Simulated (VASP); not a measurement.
# MgO in VASP: further runs

The runs below take MgO through single point, with PBEsol.

Program: VASP 6.6.1. These are calculated values, not measurements. Logs are shortened: lines on timing, memory, paths and dates and some standing lists are left out, and cuts for length are marked.

## (1) The cell of the first run

Symmetry: Fm-3m, No. 225, cubic system. Conventional cell: a = 4.214 Å, b = 4.214 Å, c = 4.214 Å, α = 90.00°, β = 90.00°, γ = 90.00°. Within 2.8 Å of Mg (site symmetry m-3m) lie 6 O at 2.11 Å. O (site symmetry m-3m) has 6 Mg at 2.11 Å within 2.8 Å.

## (2) Single point, PBEsol

Input file INCAR:

```
SYSTEM = MgO
ALGO = Normal ; EDIFF = 1E-6
ENCUT = 520 ; GGA = PS
ISIF = 2 ; ISMEAR = 0
LASPH = .True. ; LCHARG = .False.
LREAL = .False. ; LWAVE = .False.
NBANDS = 11 ; NELM = 100
PREC = Accurate ; SIGMA = 0.01
```

Input file KPOINTS:

```
k-points
0
Gamma
  10 10 10
  0 0 0
```

Input file POSCAR:

```
MgO
1.0
    2.1071397563      2.1071397563      0.0000000000
   -2.1071397563      2.1071397563      0.0000000000
    0.0000000000      2.1071397563      2.1071397563
Mg O
1 1
Direct
    0.0000000000      0.0000000000      0.0000000000
    0.5000000000      0.5000000000      0.0000000000
```

Potentials or basis: VASP PAW PBE potentials, release 64 (Mg, O).

The run is started by

```
$ cat potpaw_PBE.64/Mg/POTCAR potpaw_PBE.64/O/POTCAR > POTCAR
$ mpirun -np 1 vasp_std > vasp.out
```

OUTCAR:

```text
SYSTEM = MgO
   EDIFF = 1E-6
   ENCUT = 520
   GGA = PS
   ISIF = 2
   ISMEAR = 0
   LASPH = .True.
   LREAL = .False.
   NELM = 100
   PREC = Accurate

 ion  position               nearest neighbor table
   1  0.000  0.000  0.000-   2 2.11   2 2.11   2 2.11   2 2.11   2 2.11   2 2.11
   2  0.500  0.500  0.000-   1 2.11   1 2.11   1 2.11   1 2.11   1 2.11   1 2.11

  LATTYP: Found a face centered cubic cell.
 ALAT       =     4.2142795126

  Lattice vectors:

 A1 = (   0.0000000000,   2.1071397563,   2.1071397563)
 A2 = (   2.1071397563,   0.0000000000,   2.1071397563)
 A3 = (   2.1071397563,   2.1071397563,   0.0000000000)

Analysis of symmetry for initial positions (statically):
=====================================================================
 Subroutine PRICEL returns:
 Original cell was already a primitive cell.

 Routine SETGRP: Setting up the symmetry group for a
 face centered cubic supercell.

 Subroutine GETGRP returns: Found 48 space group operations
 (whereof 48 operations were pure point group operations)
 out of a pool of 48 trial point group operations.

The static configuration has the point symmetry O_h .

Analysis of symmetry for dynamics (positions and initial velocities):
=====================================================================
 Subroutine PRICEL returns:
 Original cell was already a primitive cell.

 Routine SETGRP: Setting up the symmetry group for a
 face centered cubic supercell.

 Subroutine GETGRP returns: Found 48 space group operations
 (whereof 48 operations were pure point group operations)
 out of a pool of 48 trial point group operations.

The dynamic configuration has the point symmetry O_h .

 Subroutine INISYM returns: Found 48 space group operations
 (whereof 48 operations are pure point group operations),
 and found     1 'primitive' translations

----------------------------------------------------------------------------------------

                                     Primitive cell

  volume of cell :      18.7116

  direct lattice vectors                    reciprocal lattice vectors
     2.107139756  2.107139756  0.000000000     0.237288485  0.237288485 -0.237288485
    -2.107139756  2.107139756  0.000000000    -0.237288485  0.237288485 -0.237288485
     0.000000000  2.107139756  2.107139756     0.000000000  0.000000000  0.474576970

  length of vectors
     2.979945621  2.979945621  2.979945621     0.410995712  0.410995712  0.474576970

  position of ions in fractional coordinates (direct lattice)
     0.000000000  0.000000000  0.000000000
     0.500000000  0.500000000  0.000000000

[... 81 lines left out ...]
   NFREE  =      0    steps in history (QN), initial steepest desc. (CG)
   ISIF   =      2    stress and relaxation
   ISYM   =      2    0-nonsym 1-usesym 2-fastsym
   POTIM  = 0.5000    time-step for ionic-motion
   TEBEG  =    0.0;   TEEND  =   0.0 temperature during run
   PSTRESS=    0.0 pullay stress
   NELECT =       8.0000    total number of electrons
   NUPDOWN=      -1.0000    fix difference up-down
   EMIN   =  10.00;   EMAX   =-10.00  energy-range for DOS
   EFERMI =   0.00;   METHOD = LEGACY
   ISMEAR =     0;   SIGMA  =   0.01  broadening in eV -4-tet -1-fermi 0-gaus
   EFERMI_NEDOS =   21; number of points for ismear=-14 and -15
   IALGO  =     38    algorithm
   IMIX   =      4    mixing-type and parameters
     AMIX     =   0.40;   BMIX     =  1.00
     AMIX_MAG =   1.60;   BMIX_MAG =  1.00
  volume/ion in A,a.u.               =       9.36        63.14
  Fermi-wavevector in a.u.,A,eV,Ry     =   1.233298  2.330596 20.694799  1.521025
  Thomas-Fermi vector in A             =   2.368034
   LORBIT       =      0    0 simple, 1 ext, 2 COOP (PROOUT), +10 PAW based schemes
   GGA     = PS    functional components
   LHFCALC =     F    Hartree Fock is set to
   AEXX    =    0.0000 exact exchange contribution
   IVDW    =     0    specifies the selected vdW correction
   LEPSILON=     F    determine dielectric tensor
   LRPA    =     F    only Hartree local field effects (RPA)
 non-spin polarized calculation
 Gauss-broadening in eV      SIGMA  =   0.01
  energy-cutoff  :      520.00
  volume of cell :       18.71
 maximum number of plane-waves:       531
 NGX is ok and might be reduce to    24
   NGX = 11   NGY = 11   NGZ = 11

 number of electron       8.0000005 magnetization

 Free energy of the ion-electron system (eV)
  ---------------------------------------------------
  ext. energy  EPLUGINS =         0.00000000
  ---------------------------------------------------
  free energy    TOTEN  =       -12.51246612 eV

  energy without entropy =      -12.51246612  energy(sigma->0) =      -12.51246612

 E-fermi :   3.1480     XC(G=0): -11.3027

 val. band max:        3.0554968134   @ k =   0.0000   0.0000   0.0000
 cond. band min:       7.6745154794   @ k =   0.0000   0.0000   0.0000
 fundamental gap:      4.6190186660
 Fermi energy:         3.1479655117

 k-point     1 :       0.0000    0.0000    0.0000
  band No.  band energies     occupation
      1     -14.1422      2.00000
      2       3.0555      2.00000
      3       3.0555      2.00000
      4       3.0555      2.00000
      5       7.6745      0.00000
      6      18.6786      0.00000
      7      18.6786      0.00000
      8      18.6786      0.00000
      9      22.5170      0.00000
     10      24.3988      0.00000
     11      24.3988      0.00000
[... 309 lines left out ...]
 k-point    24 :       0.4000    0.3000    0.0000
  band No.  band energies     occupation
      1     -12.5915      2.00000
      2      -0.5480      2.00000
      3       0.3539      2.00000
      4       2.0000      2.00000
      5      13.0343      0.00000
      6      15.0068      0.00000
      7      15.5456      0.00000
      8      20.7114      0.00000
      9      21.5459      0.00000
     10      26.8565      0.00000
     11      30.2351      0.00000

 [... further k-points ...]
[... 5 lines left out ...]
  --------------------------------------------------------------------------------------
  -------------------------------------------------------------------------------------
  Total       -0.0621424     -0.0621424     -0.0621424      0.0000000      0.0000000     -0.0000000
  in kB       -5.3209413     -5.3209413     -5.3209413      0.0000000      0.0000000     -0.0000000
  external PRESSURE =      -5.3209413 kB  Pullay stress =       0.0000000 kB

 VOLUME and BASIS-vectors are now :
 -----------------------------------------------------------------------------
  energy-cutoff  :      520.00
  volume of cell :       18.71
      direct lattice vectors                 reciprocal lattice vectors
     2.107139756  2.107139756  0.000000000     0.237288485  0.237288485 -0.237288485
    -2.107139756  2.107139756  0.000000000    -0.237288485  0.237288485 -0.237288485
     0.000000000  2.107139756  2.107139756     0.000000000  0.000000000  0.474576970

 POSITION                                       TOTAL-FORCE (eV/Angst)
 -----------------------------------------------------------------------------------
      0.00000      0.00000      0.00000         0.000000     -0.000000      0.000000
      0.00000      2.10714      0.00000         0.000000      0.000000      0.000000
 -----------------------------------------------------------------------------------
    total drift:                                0.000000     -0.000000     -0.000000

  FREE ENERGIE OF THE ION-ELECTRON SYSTEM (eV)
  ---------------------------------------------------
  free  energy   TOTEN  =       -12.5124661157 eV

  energy  without entropy=      -12.5124661157  energy(sigma->0) =      -12.51246612
```

OSZICAR:

```text
N       E                     dE             d eps       ncg     rms          rms(c)
DAV:   1     0.101895436763E+02    0.10190E+02   -0.46075E+03  1266   0.640E+02
DAV:   2    -0.134696532141E+02   -0.23659E+02   -0.23261E+02  1190   0.132E+02
DAV:   3    -0.138968706845E+02   -0.42722E+00   -0.42691E+00  1234   0.149E+01
DAV:   4    -0.138977864360E+02   -0.91575E-03   -0.91574E-03  1136   0.795E-01
DAV:   5    -0.138977896193E+02   -0.31833E-05   -0.31833E-05  1199   0.454E-02    0.666E+00
DAV:   6    -0.125488700875E+02    0.13489E+01   -0.76463E+00  1076   0.150E+01    0.219E+00
DAV:   7    -0.125261294217E+02    0.22741E-01   -0.50128E-02  1130   0.204E+00    0.130E+00
DAV:   8    -0.125128543987E+02    0.13275E-01   -0.23778E-02  1091   0.175E+00    0.224E-01
DAV:   9    -0.125125508631E+02    0.30354E-03   -0.38533E-04  1172   0.137E-01    0.139E-01
DAV:  10    -0.125124639727E+02    0.86890E-04   -0.46327E-04  1151   0.159E-01    0.458E-03
DAV:  11    -0.125124657084E+02   -0.17357E-05   -0.44092E-06  1148   0.149E-02    0.351E-03
DAV:  12    -0.125124661157E+02   -0.40729E-06   -0.11784E-07   604   0.320E-03
   1 F= -.12512466E+02 E0= -.12512466E+02  d E =-.124223E-41
```

It took 6.2 s on 1 thread of AMD EPYC 9R45 (Zen 5), shared host; peak memory 0.11 GiB.

What came out:

| Quantity | Value |
| --- | --- |
| Free energy | -12.5125 eV |
| Pressure | -0.5 GPa |
| Band gap on the k mesh | 4.62 eV, direct |

Levels at points of the mesh, in eV from the valence-band top:
```csv
k point,band 2,band 3,band 4,band 5,band 6,band 7
"(0.00, 0.00, 0.00)",0.00,0.00,0.00,4.62,15.62,15.62
"(0.50, 0.00, 0.00)",-4.67,-0.66,-0.66,7.73,12.49,16.16
"(0.50, 0.50, 0.00)",-4.14,-1.36,-1.36,8.92,9.86,12.96
```

Caveat: the PAW data sets were made with another functional, which shifts forces and pressure a little. As with any semilocal functional, this PBEsol gap is likely too small.

## (3) Single point, PBEsol (in-plane strain -0.02, then relaxed in part)

Input file INCAR:

```
SYSTEM = MgO
PREC = Accurate
ENCUT = 520
EDIFF = 1E-6
ISMEAR = 0
SIGMA = 0.01
LREAL = .FALSE.
LASPH = .TRUE.
NELM = 80
ALGO = Normal
ISIF = 2
LWAVE = .FALSE.
LCHARG = .TRUE.
GGA = PS
LELF = .TRUE.
LVHAR = .TRUE.
NBANDS = 11
```

Input file KPOINTS:

```
regular mesh
0
G
  10 10 10
  0 0 0
```

Input file POSCAR:

```
MgO
1.0
    2.0649969612      2.0649969612      0.0000000000
   -2.0649969612      2.0649969612      0.0000000000
    0.0000000000      2.0649969612      2.1342077009
Mg O
1 1
Direct
    0.0000000000      0.0000000000      0.0000000000
    0.5000000000      0.5000000000      0.0000000000
```

Potentials or basis: VASP PAW PBE potentials, release 64 (Mg, O).

The run is started by

```
$ cat potpaw_PBE.64/Mg/POTCAR potpaw_PBE.64/O/POTCAR > POTCAR
$ mpirun -np 1 vasp_std > vasp.out
```

OUTCAR:

```text
SYSTEM = MgO
   PREC = Accurate
   ENCUT = 520
   EDIFF = 1E-6
   ISMEAR = 0
   LREAL = .FALSE.
   LASPH = .TRUE.
   NELM = 80
   ISIF = 2
   GGA = PS

 ion  position               nearest neighbor table
   1  0.000  0.000  0.000-   2 2.06   2 2.06   2 2.06   2 2.06   2 2.13   2 2.13
   2  0.500  0.500  0.000-   1 2.06   1 2.06   1 2.06   1 2.06   1 2.13   1 2.13

  LATTYP: Found a body centered tetragonal cell.
 ALAT       =     2.9203467088
 C/A-ratio  =     1.4616125506

  Lattice vectors:

 A1 = (   2.0649969612,   0.0000000000,  -2.1342077009)
 A2 = (  -2.0649969612,   0.0000000000,  -2.1342077009)
 A3 = (   0.0000000000,   2.0649969612,   2.1342077009)
[... 516 lines left out ...]
     10      27.1858      0.00000
     11      30.9273      0.00000

 [... further k-points ...]
[... 5 lines left out ...]
  --------------------------------------------------------------------------------------
  -------------------------------------------------------------------------------------
  Total        0.7945556      0.7945556     -0.0551434      0.0000000      0.0000000     -0.0000000
  in kB       69.9406048     69.9406048     -4.8539839      0.0000000      0.0000000     -0.0000000
  external PRESSURE =      45.0090752 kB  Pullay stress =       0.0000000 kB

 VOLUME and BASIS-vectors are now :
 -----------------------------------------------------------------------------
  energy-cutoff  :      520.00
  volume of cell :       18.20
      direct lattice vectors                 reciprocal lattice vectors
     2.064996961  2.064996961  0.000000000     0.242131107  0.242131107 -0.234278978
    -2.064996961  2.064996961  0.000000000    -0.242131107  0.242131107 -0.234278978
     0.000000000  2.064996961  2.134207701     0.000000000  0.000000000  0.468557957

 POSITION                                       TOTAL-FORCE (eV/Angst)
 -----------------------------------------------------------------------------------
      0.00000      0.00000      0.00000         0.000000      0.000000      0.000000
      0.00000      2.06500      0.00000        -0.000000     -0.000000      0.000000
 -----------------------------------------------------------------------------------
    total drift:                                0.000000     -0.000000     -0.000000

  FREE ENERGIE OF THE ION-ELECTRON SYSTEM (eV)
  ---------------------------------------------------
  free  energy   TOTEN  =       -12.4967078244 eV

  energy  without entropy=      -12.4967078244  energy(sigma->0) =      -12.49670782
```

OSZICAR:

```text
N       E                     dE             d eps       ncg     rms          rms(c)
DAV:   1     0.121104787087E+02    0.12110E+02   -0.46497E+03  2620   0.646E+02
DAV:   2    -0.133746015924E+02   -0.25485E+02   -0.24914E+02  2592   0.133E+02
DAV:   3    -0.138944207797E+02   -0.51982E+00   -0.51942E+00  2722   0.163E+01
DAV:   4    -0.138956604188E+02   -0.12396E-02   -0.12396E-02  2469   0.906E-01
DAV:   5    -0.138956642772E+02   -0.38584E-05   -0.38584E-05  2676   0.497E-02    0.671E+00
DAV:   6    -0.125316814990E+02    0.13640E+01   -0.75097E+00  2352   0.151E+01    0.215E+00
DAV:   7    -0.125101449555E+02    0.21537E-01   -0.48516E-02  2490   0.199E+00    0.130E+00
DAV:   8    -0.124970764532E+02    0.13069E-01   -0.22095E-02  2376   0.171E+00    0.218E-01
DAV:   9    -0.124967749386E+02    0.30151E-03   -0.40616E-04  2604   0.140E-01    0.133E-01
DAV:  10    -0.124967039866E+02    0.70952E-04   -0.45791E-04  2517   0.155E-01    0.428E-03
DAV:  11    -0.124967070261E+02   -0.30395E-05   -0.33141E-06  2523   0.138E-02    0.320E-03
DAV:  12    -0.124967078244E+02   -0.79833E-06   -0.63358E-08  1317   0.256E-03
   1 F= -.12496708E+02 E0= -.12496708E+02  d E =-.553503E-83
```

It took 12 s on 1 thread of AMD EPYC 9R45 (Zen 5), shared host; peak memory 0.12 GiB.

What came out:

- Free energy: -12.4967 eV
- Pressure: 4.5 GPa
- Band gap on the k mesh: 4.84 eV, direct

Caveat: the cell differs from its parent crystal (in-plane strain -0.02, then relaxed in part); the PAW data sets were made with another functional, which shifts forces and pressure a little.

## (4) Single point, PBEsol (in-plane strain -0.02)

Input file INCAR:

```
SYSTEM = MgO
PREC     = Accurate       ! precision mode
ENCUT    = 520            ! plane-wave cutoff, eV
EDIFF    = 1E-6           ! SCF threshold, eV
ISMEAR   = 0              ! smearing method
SIGMA    = 0.01           ! smearing width, eV
LREAL    = .False.        ! projectors in reciprocal space
LASPH    = .True.         ! aspherical terms in the spheres
NELM     = 60             ! most SCF steps
ALGO     = Normal         ! electronic algorithm
ISIF     = 2              ! what is computed and relaxed
LWAVE    = .False.        ! write WAVECAR
LCHARG   = .True.         ! write CHGCAR
GGA      = PS             ! functional
LELF     = .True.         ! ELF
LVHAR    = .True.       
NBANDS   = 11             ! bands
```

Input file KPOINTS:

```
regular mesh
0
Gamma
  10 10 10
  0 0 0
```

POSCAR: that of step 3 with these lines changed.

```diff
@@ -4,3 +4,3 @@
    -2.0649969612      2.0649969612      0.0000000000
-    0.0000000000      2.0649969612      2.1342077009
+    0.0000000000      2.0649969612      2.1324254334
 Mg O
```

The run is started by

```
$ cat potpaw_PBE.64/Mg/POTCAR potpaw_PBE.64/O/POTCAR > POTCAR
$ mpirun -np 1 vasp_std > vasp.out
```

Run time: 12 s. Hardware: 1 thread of AMD EPYC 9R45 (Zen 5), shared host; peak memory 0.12 GiB.

The run converged. Its results:

| Property | Result |
| --- | --- |
| Free energy | -12.4967 eV |
| Pressure | 4.6 GPa |
| Band gap on the k mesh | 4.85 eV, direct |

Stress tensor (GPa, compression positive):
```
 7.08  0.00  0.00
 0.00  7.08  0.00
 0.00  0.00 -0.26
```

Levels at points of the mesh, in eV from the valence-band top:
| k point | band 1 | band 2 | band 3 | band 4 | band 5 | band 6 | band 7 | band 8 |
| --- | --- | --- | --- | --- | --- | --- | --- | --- |
| (0.00, 0.00, 0.00) | -17.39 | -0.06 | -0.06 | 0.00 | 4.85 | 15.52 | 15.87 | 15.87 |
| (0.50, 0.00, 0.00) | -16.00 | -4.84 | -0.77 | -0.70 | 7.87 | 12.76 | 16.08 | 16.79 |
| (0.50, 0.50, 0.00) | -15.70 | -4.26 | -1.59 | -1.39 | 8.81 | 10.12 | 13.36 | 18.77 |
| (0.00, 0.00, 0.50) | -15.79 | -4.38 | -1.35 | -1.35 | 9.14 | 10.18 | 12.94 | 19.47 |

Caveat: the cell differs from its parent crystal (in-plane strain -0.02); the PAW data sets were made with another functional, which shifts forces and pressure a little.

## (5) The runs side by side

| cell | gap on the mesh (eV) | pressure (GPa) |
| --- | --- | --- |
| a = 2.980 Å, angles 60.0, 60.0, 90.0°, 2 atoms | 4.62 | -0.5 |
| a = 2.920, b = 2.920, c = 2.970 Å, angles 60.5, 60.5, 90.0°, 2 atoms | 4.84 | 4.5 |
| a = 2.920, b = 2.920, c = 2.968 Å, angles 60.5, 60.5, 90.0°, 2 atoms | 4.85 | 4.6 |

Alike in all rows: task single point; level PBEsol; potentials or basis VASP PAW PBE potentials, release 64 (Mg, O); no spin polarisation; k mesh 10 × 10 × 10; cutoff (eV) 520; smearing gaussian 0.01 eV.

Caveats: the PAW data sets were made with another functional, which shifts forces and pressure a little.

Total energies depend on the potentials used, so only differences within one code and one set of settings carry meaning.
